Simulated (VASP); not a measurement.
# MnHg (P4/mmm) in VASP: notebook

Runs on MnHg. Level: PBE. Tasks: single point.

Everything below comes from runs of VASP 6.6.1. Logs are shortened: lines on timing, memory, paths and dates and some standing lists are left out, and cuts for length are marked.

## (1) The cell of the first run

The structure is tetragonal, space group P4/mmm (No. 123). The conventional cell has a = 3.288 Å, b = 3.288 Å, c = 3.313 Å, α = 90.00°, β = 90.00°, γ = 90.00°. Mn (site symmetry 4/mmm) has 8 Hg at 2.85 Å and 6 Mn at 3.29 to 3.31 Å within 3.8 Å. Hg (site symmetry 4/mmm) has 8 Mn at 2.85 Å and 6 Hg at 3.29 to 3.31 Å within 3.8 Å.

## (2) Single point, PBE, collinear spin, ferromagnetic start

Contents of INCAR:

```
SYSTEM = MnHg
ALGO = Normal ; EDIFF = 1E-6
ENCUT = 520 ; GGA = PE
ISIF = 2 ; ISMEAR = 0
ISPIN = 2 ; LASPH = .TRUE.
LCHARG = .FALSE. ; LMAXMIX = 4
LORBIT = 11 ; LREAL = .FALSE.
LWAVE = .FALSE. ; MAGMOM = 4 0
NBANDS = 24 ; NELM = 150
PREC = Accurate ; SIGMA = 0.1
```

Contents of KPOINTS:

```
k-points
0
G
  6 6 6
  0 0 0
```

Contents of POSCAR:

```
MnHg
1.0
    3.2880000000      0.0000000000      0.0000000000
    0.0000000000      3.2880000000      0.0000000000
    0.0000000000      0.0000000000      3.3130000000
Mn Hg
1 1
Direct
    0.5000000000      0.5000000000      0.5000000000
    0.0000000000      0.0000000000      0.0000000000
```

Potentials or basis: VASP PAW PBE potentials, release 64 (Mn_pv, Hg).

Launch:

```bash
> cat potpaw_PBE.64/Mn_pv/POTCAR potpaw_PBE.64/Hg/POTCAR > POTCAR
> mpirun -np 1 vasp_std > vasp.out
```

OUTCAR:

```text
SYSTEM = MnHg
   EDIFF = 1E-6
   ENCUT = 520
   GGA = PE
   ISIF = 2
   ISMEAR = 0
   ISPIN = 2
   LASPH = .TRUE.
   LORBIT = 11
   LREAL = .FALSE.
   NELM = 150
   PREC = Accurate

 ion  position               nearest neighbor table
   1  0.500  0.500  0.500-   2 2.85   2 2.85   2 2.85   2 2.85   2 2.85   2 2.85   2 2.85   2 2.85

   2  0.000  0.000  0.000-   1 2.85   1 2.85   1 2.85   1 2.85   1 2.85   1 2.85   1 2.85   1 2.85

  LATTYP: Found a simple tetragonal cell.
 ALAT       =     3.2880000000
 C/A-ratio  =     1.0076034063

  Lattice vectors:

 A1 = (   3.2880000000,   0.0000000000,   0.0000000000)
 A2 = (   0.0000000000,   3.2880000000,   0.0000000000)
 A3 = (   0.0000000000,   0.0000000000,   3.3130000000)

Analysis of symmetry for initial positions (statically):
=====================================================================
 Subroutine PRICEL returns:
 Original cell was already a primitive cell.

 Routine SETGRP: Setting up the symmetry group for a
 simple tetragonal supercell.

 Subroutine GETGRP returns: Found 16 space group operations
 (whereof 16 operations were pure point group operations)
 out of a pool of 16 trial point group operations.

The static configuration has the point symmetry D_4h.

Analysis of symmetry for dynamics (positions and initial velocities):
=====================================================================
 Subroutine PRICEL returns:
 Original cell was already a primitive cell.

 Routine SETGRP: Setting up the symmetry group for a
 simple tetragonal supercell.

 Subroutine GETGRP returns: Found 16 space group operations
 (whereof 16 operations were pure point group operations)
 out of a pool of 16 trial point group operations.

The dynamic configuration has the point symmetry D_4h.

Analysis of structural, dynamic, and magnetic symmetry:
=====================================================================
 Subroutine PRICEL returns:
 Original cell was already a primitive cell.

 Routine SETGRP: Setting up the symmetry group for a
 simple tetragonal supercell.

 Subroutine GETGRP returns: Found 16 space group operations
 (whereof 16 operations were pure point group operations)
 out of a pool of 16 trial point group operations.

The overall configuration has the point symmetry D_4h.

 Subroutine INISYM returns: Found 16 space group operations
 (whereof 16 operations are pure point group operations),
 and found     1 'primitive' translations

----------------------------------------------------------------------------------------

                                     Primitive cell

  volume of cell :      35.8167

  direct lattice vectors                    reciprocal lattice vectors
     3.288000000  0.000000000  0.000000000     0.304136253  0.000000000  0.000000000
     0.000000000  3.288000000  0.000000000     0.000000000  0.304136253  0.000000000
     0.000000000  0.000000000  3.313000000     0.000000000  0.000000000  0.301841232

  length of vectors
     3.288000000  3.288000000  3.313000000     0.304136253  0.304136253  0.301841232

  position of ions in fractional coordinates (direct lattice)
     0.500000000  0.500000000  0.500000000
     0.000000000  0.000000000  0.000000000

  ion indices of the primitive-cell ions
   primitive index   ion index
                 1           1
                 2           2

----------------------------------------------------------------------------------------

 KPOINTS: k-points

Automatic generation of k-mesh.
 Grid dimensions read from file:
 generate k-points for:    6    6    6

 Generating k-lattice:

  Cartesian coordinates                     Fractional coordinates (reciprocal lattice)
     0.050689376  0.000000000  0.000000000     0.166666667  0.000000000  0.000000000
     0.000000000  0.050689376  0.000000000     0.000000000  0.166666667  0.000000000
     0.000000000  0.000000000  0.050306872     0.000000000  0.000000000  0.166666667

  Length of vectors
     0.050689376  0.050689376  0.050306872

  Shift w.r.t. Gamma in fractional coordinates (k-lattice)
     0.000000000  0.000000000  0.000000000

 Subroutine IBZKPT returns following result:
 ===========================================

 Found     40 irreducible k-points:

 Following reciprocal coordinates:
            Coordinates               Weight
  0.000000  0.000000  0.000000      1.000000
  0.166667  0.000000  0.000000      4.000000
  0.333333  0.000000  0.000000      4.000000
  0.500000  0.000000  0.000000      2.000000
  0.166667  0.166667  0.000000      4.000000
  0.333333  0.166667  0.000000      8.000000
[... 16 lines left out ...]
  0.333333  0.000000  0.333333      8.000000
  0.500000  0.000000  0.333333      4.000000
 [... further k-points ...]
   k-points           NKPTS =     40   k-points in BZ     NKDIM =     40   number of bands    NBANDS=     24
   number of dos      NEDOS =    301   number of ions     NIONS =      2
   total plane-waves  NPLWV =  16128
   dimension x,y,z NGX =    24 NGY =   24 NGZ =   28
   dimension x,y,z NGXF=    48 NGYF=   48 NGZF=   56
   ions per type =               1   1
   NGX,Y,Z   is equivalent  to a cutoff of  12.13, 12.13, 14.05 a.u.
   NGXF,Y,Z  is equivalent  to a cutoff of  24.27, 24.27, 28.10 a.u.
 SYSTEM =  MnHg
   PREC   = accura    normal or accurate (medium, high low for compatibility)
   ISTART =      0    job   : 0-new  1-cont  2-samecut
   ICHARG =      2    charge: 1-file 2-atom 10-const
   ISPIN  =      2    spin polarized calculation?
   LNONCOLLINEAR =      F non collinear calculations
   LSORBIT =      F    spin-orbit coupling
   LASPH  =      T    aspherical Exc in radial PAW
   ENCUT  =  520.0 eV  38.22 Ry    6.18 a.u.   6.11  6.11  6.16*2*pi/ulx,y,z
   NELM   =    150;   NELMIN=  2; NELMDL= -5     # of ELM steps
   EDIFF  = 0.1E-05   stopping-criterion for ELM
   LREAL  =      F    real-space projection
   EDIFFG = 0.1E-04   stopping-criterion for IOM
   NSW    =      0    number of steps for IOM
   IBRION =     -1    ionic relax: 0-MD 1-quasi-New 2-CG
   NFREE  =      0    steps in history (QN), initial steepest desc. (CG)
   ISIF   =      2    stress and relaxation
   ISYM   =      2    0-nonsym 1-usesym 2-fastsym
   POTIM  = 0.5000    time-step for ionic-motion
   TEBEG  =    0.0;   TEEND  =   0.0 temperature during run
   PSTRESS=    0.0 pullay stress
   NELECT =      25.0000    total number of electrons
   NUPDOWN=      -1.0000    fix difference up-down
   EMIN   =  10.00;   EMAX   =-10.00  energy-range for DOS
   EFERMI =   0.00;   METHOD = LEGACY
   ISMEAR =     0;   SIGMA  =   0.10  broadening in eV -4-tet -1-fermi 0-gaus
   EFERMI_NEDOS =   21; number of points for ismear=-14 and -15
   IALGO  =     38    algorithm
   IMIX   =      4    mixing-type and parameters
     AMIX     =   0.40;   BMIX     =  1.00
     AMIX_MAG =   1.60;   BMIX_MAG =  1.00
  volume/ion in A,a.u.               =      17.91       120.85
  Fermi-wavevector in a.u.,A,eV,Ry     =   1.452200  2.744260 28.693127  2.108885
  Thomas-Fermi vector in A             =   2.569610
   LORBIT       =     11    0 simple, 1 ext, 2 COOP (PROOUT), +10 PAW based schemes
   GGA     = PE    functional components
   LHFCALC =     F    Hartree Fock is set to
   AEXX    =    0.0000 exact exchange contribution
   IVDW    =     0    specifies the selected vdW correction
   LEPSILON=     F    determine dielectric tensor
   LRPA    =     F    only Hartree local field effects (RPA)
 spin polarized calculation
 Gauss-broadening in eV      SIGMA  =   0.10
  energy-cutoff  :      520.00
  volume of cell :       35.82
 maximum number of plane-waves:       976
   NGX = 13   NGY = 13   NGZ = 13

 number of electron      25.0000000 magnetization       3.8810362

 Free energy of the ion-electron system (eV)
  ---------------------------------------------------
  ext. energy  EPLUGINS =         0.00000000
  ---------------------------------------------------
  free energy    TOTEN  =        -8.47940008 eV

  energy without entropy =       -8.46634345  energy(sigma->0) =       -8.47287176

 E-fermi :   5.7399     XC(G=0): -11.7761

 val. band max:        5.7294824617   @ k =   0.1667   0.0000   0.1667
 cond. band min:       5.7486866202   @ k =   0.0000   0.0000   0.1667
 fundamental gap:      0.0192041585
 Fermi energy:         5.7398859455

 spin component 1

 k-point     1 :       0.0000    0.0000    0.0000
  band No.  band energies     occupation
      1     -44.4517      1.00000
      2     -44.4443      1.00000
      3     -44.4443      1.00000
      4      -4.0834      1.00000
      5      -2.6676      1.00000
      6      -2.6571      1.00000
[... 16 lines left out ...]
     23      22.8662      0.00000
     24      26.6949      0.00000

 k-point     2 :       0.1667    0.0000    0.0000
  band No.  band energies     occupation
      1     -44.4515      1.00000
      2     -44.4489      1.00000
      3     -44.4441      1.00000
      4      -3.6582      1.00000
      5      -2.5866      1.00000
      6      -2.4458      1.00000
[... 16 lines left out ...]
     23      22.5638      0.00000
     24      23.2369      0.00000

 k-point     3 :       0.3333    0.0000    0.0000
  band No.  band energies     occupation
      1     -44.4580      1.00000
      2     -44.4509      1.00000
      3     -44.4435      1.00000
      4      -2.8311      1.00000
      5      -2.4310      1.00000
      6      -1.7409      1.00000
[... 16 lines left out ...]
     23      20.0190      0.00000
     24      24.6262      0.00000
[... 514 lines left out ...]
 k-point    23 :       0.3333    0.0000    0.3333
  band No.  band energies     occupation
      1     -44.4629      1.00000
      2     -44.4568      1.00000
      3     -44.4425      1.00000
      4      -2.5959      1.00000
      5      -2.4427      1.00000
      6      -1.8362      1.00000
[... 16 lines left out ...]
     23      23.5430      0.00000
     24      24.4359      0.00000

 k-point    24 :       0.5000    0.0000    0.3333
  band No.  band energies     occupation
      1     -44.4624      1.00000
      2     -44.4611      1.00000
      3     -44.4422      1.00000
      4      -2.6952      1.00000
      5      -2.4585      1.00000
      6      -1.9215      1.00000
[... 16 lines left out ...]
     23      24.0959      0.00000
     24      24.3775      0.00000

 [... further k-points ...]

 spin component 2

 k-point     1 :       0.0000    0.0000    0.0000
  band No.  band energies     occupation
      1     -40.4389      1.00000
      2     -40.4341      1.00000
      3     -40.4341      1.00000
      4      -3.8676      1.00000
      5      -2.6491      1.00000
      6      -2.6364      1.00000
[... 16 lines left out ...]
     23      22.8936      0.00000
     24      27.6433      0.00000

 k-point     2 :       0.1667    0.0000    0.0000
  band No.  band energies     occupation
      1     -40.4398      1.00000
      2     -40.4386      1.00000
      3     -40.4338      1.00000
      4      -3.4556      1.00000
      5      -2.5831      1.00000
      6      -2.4171      1.00000
[... 16 lines left out ...]
     23      22.8261      0.00000
     24      23.8466      0.00000

 k-point     3 :       0.3333    0.0000    0.0000
  band No.  band energies     occupation
      1     -40.4512      1.00000
      2     -40.4379      1.00000
      3     -40.4330      1.00000
      4      -2.7693      1.00000
      5      -2.4655      1.00000
      6      -1.7152      1.00000
[... 16 lines left out ...]
     23      20.6100      0.00000
     24      25.2895      0.00000
[... 514 lines left out ...]
 k-point    23 :       0.3333    0.0000    0.3333
  band No.  band energies     occupation
      1     -40.4528      1.00000
      2     -40.4494      1.00000
      3     -40.4317      1.00000
      4      -2.5079      1.00000
      5      -2.3958      1.00000
      6      -1.7427      1.00000
[... 16 lines left out ...]
     23      24.2417      0.00000
     24      24.7874      0.00000

 k-point    24 :       0.5000    0.0000    0.3333
  band No.  band energies     occupation
      1     -40.4549      1.00000
      2     -40.4521      1.00000
      3     -40.4313      1.00000
      4      -2.5740      1.00000
      5      -2.4389      1.00000
      6      -1.8386      1.00000
[... 16 lines left out ...]
     23      24.6760      0.00000
     24      24.7904      0.00000

 [... further k-points ...]

------------------------ aborting loop because EDIFF is reached ----------------------------------------

  FORCE on cell =-STRESS in cart. coord.  units (eV):
  Direction    XX          YY          ZZ          XY          YZ          ZX
  --------------------------------------------------------------------------------------
  -------------------------------------------------------------------------------------
  Total        0.5440871      0.5440871      0.4699363      0.0000000     -0.0000000     -0.0000000
  in kB       24.3385102     24.3385102     21.0215414      0.0000000     -0.0000000     -0.0000000
  external PRESSURE =      23.2328539 kB  Pullay stress =       0.0000000 kB

 VOLUME and BASIS-vectors are now :
 -----------------------------------------------------------------------------
  energy-cutoff  :      520.00
  volume of cell :       35.82
      direct lattice vectors                 reciprocal lattice vectors
     3.288000000  0.000000000  0.000000000     0.304136253  0.000000000  0.000000000
     0.000000000  3.288000000  0.000000000     0.000000000  0.304136253  0.000000000
     0.000000000  0.000000000  3.313000000     0.000000000  0.000000000  0.301841232

 POSITION                                       TOTAL-FORCE (eV/Angst)
 -----------------------------------------------------------------------------------
      1.64400      1.64400      1.65650         0.000000      0.000000      0.000000
      0.00000      0.00000      0.00000         0.000000      0.000000      0.000000
 -----------------------------------------------------------------------------------
    total drift:                                0.000000      0.000000     -0.000000

  FREE ENERGIE OF THE ION-ELECTRON SYSTEM (eV)
  ---------------------------------------------------
  free  energy   TOTEN  =        -8.4794000804 eV

  energy  without entropy=       -8.4663434455  energy(sigma->0) =       -8.47287176

 total charge

# of ion       s       p       d       tot
------------------------------------------
    1        0.253   6.178   4.987  11.418
    2        0.820   0.527   9.256  10.604
--------------------------------------------------
tot          1.073   6.705  14.243  22.022

 magnetization (x)

# of ion       s       p       d       tot
------------------------------------------
    1        0.028   0.015   3.749   3.793
    2       -0.040  -0.059   0.050  -0.049
--------------------------------------------------
tot         -0.012  -0.044   3.799   3.744
```

Wall time 24 s (1 thread of Intel Xeon Platinum 8488C (Sapphire Rapids), shared host); peak memory 0.19 GiB.

What came out:

| Property | Result |
| --- | --- |
| Free energy | -8.4794 eV |
| Pressure | 2.3 GPa |
| Net moment | 3.88 μB per cell |
| Site moments | Mn +3.79; Hg -0.05 μB |
| Valence electrons inside the program's atomic spheres | Mn 11.42; Hg 10.60 |

Levels at points of the mesh, in eV from the Fermi level:
Spin up:
| k point | band 13 | band 14 | band 15 | band 16 | band 17 | band 18 |
| --- | --- | --- | --- | --- | --- | --- |
| (0.00, 0.00, 0.00) | -2.10 | -2.09 | 4.74 | 4.96 | 4.96 | 8.75 |
| (0.50, 0.00, 0.00) | -2.81 | -2.32 | -1.56 | 10.02 | 10.22 | 10.66 |
| (0.50, 0.50, 0.00) | -2.01 | -1.73 | -1.73 | 0.69 | 2.99 | 11.73 |
| (0.00, 0.00, 0.50) | -2.81 | -2.31 | -1.62 | 10.15 | 10.15 | 10.76 |
| (0.50, 0.00, 0.50) | -2.03 | -1.78 | -1.76 | 0.64 | 2.92 | 11.87 |
| (0.50, 0.50, 0.50) | -1.99 | 0.46 | 4.11 | 4.11 | 4.17 | 4.56 |
Spin down:
| k point | band 7 | band 8 | band 9 | band 10 | band 11 | band 12 | band 13 | band 14 | band 15 | band 16 |
| --- | --- | --- | --- | --- | --- | --- | --- | --- | --- | --- |
| (0.00, 0.00, 0.00) | -7.16 | -7.16 | -7.15 | 0.22 | 0.24 | 1.45 | 1.45 | 1.46 | 5.11 | 5.33 |
| (0.50, 0.00, 0.00) | -7.53 | -7.06 | -5.03 | -4.57 | -0.14 | 0.34 | 0.39 | 1.25 | 1.99 | 10.61 |
| (0.50, 0.50, 0.00) | -7.62 | -6.58 | -3.52 | -1.49 | -1.49 | 0.44 | 1.27 | 1.27 | 1.82 | 3.24 |
| (0.00, 0.00, 0.50) | -7.52 | -7.05 | -5.12 | -4.60 | -0.16 | 0.38 | 0.38 | 1.27 | 1.94 | 10.72 |
| (0.50, 0.00, 0.50) | -7.59 | -6.60 | -3.59 | -1.54 | -1.52 | 0.39 | 1.28 | 1.29 | 1.81 | 3.21 |
| (0.50, 0.50, 0.50) | -6.57 | -6.55 | -1.67 | -1.67 | -1.67 | 0.34 | 1.84 | 1.85 | 5.57 | 5.57 |

Caveat: spin-orbit coupling is left out, which moves the levels of the heavy elements.

(Part 1 of 2 ends here.)
